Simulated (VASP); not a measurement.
Runs of VASP 6.6.1 on Sc2Si. The structure is that of space group Fd-3m (No. 227), or close to it. The cells are those of the table. 

```csv
task,cell,k mesh,cutoff (eV),gap on the mesh (eV),pressure (GPa),relaxed volume (Å³/atom)
relaxation of cell and atoms,"relaxed from a = 5.344 Å, angles 60.0°, 6 atoms",4 × 4 × 4,600,none,0.0,20.57
relaxation of cell and atoms,"relaxed from a = 5.593 Å, angles 60.0°, 6 atoms",8 × 8 × 8,600,none,0.0,20.74
single point,"a = 5.344 Å, angles 60.0°, 6 atoms",4 × 4 × 4,520,none,(a),-
single point,"a = 5.600 Å, angles 60.0°, 6 atoms",8 × 8 × 8,520,none,0.1,-
single point,"a = 5.593 Å, angles 60.0°, 6 atoms",4 × 4 × 4,520,none,(b),-
```

Alike in all rows: level PBE; potentials or basis VASP PAW PBE potentials, release 64 (Sc_sv, Si); no spin polarisation; smearing gaussian 0.1 eV.

**Question.** Fill in the values left out.

**Answer.** (a) 9.9; (b) -0.1.

Caveats: the cell stands under pressure (at least some runs).

A gap of «none» marks levels without a gap at the run's occupations.
